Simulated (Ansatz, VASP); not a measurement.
## SnO2 in VASP and in Ansatz

```
Sn O
1.0
     0.00000    2.51910    2.51910
     2.51910    0.00000    2.51910
     2.51910    2.51910    0.00000
Sn O
1 2
Direct
  0.00000 0.00000 0.00000
  0.25000 0.25000 0.25000
  0.75000 0.75000 0.75000
```

Change from the starting cell: volume scaled by 0.94, LAPW.

Alike in both runs: task single point; functional PBE; k mesh 12 × 12 × 12; occupations fermi-dirac, width 0.08 eV; no spin polarisation.

|  | VASP | Ansatz |
| --- | --- | --- |
| version | VASP 6.6.1 | Ansatz 0.2.0 |
| potentials or method | VASP PAW PBE potentials, release 64 (Sn_d, O), cutoff 520 eV | all-electron LAPW, scalar-relativistic |

|  | VASP | Ansatz | Ansatz less VASP |
| --- | --- | --- | --- |
| pressure (GPa) | 14.2 | 13.4 | -0.85 |

Ansatz ran all-electron here, and VASP with PAW potentials.
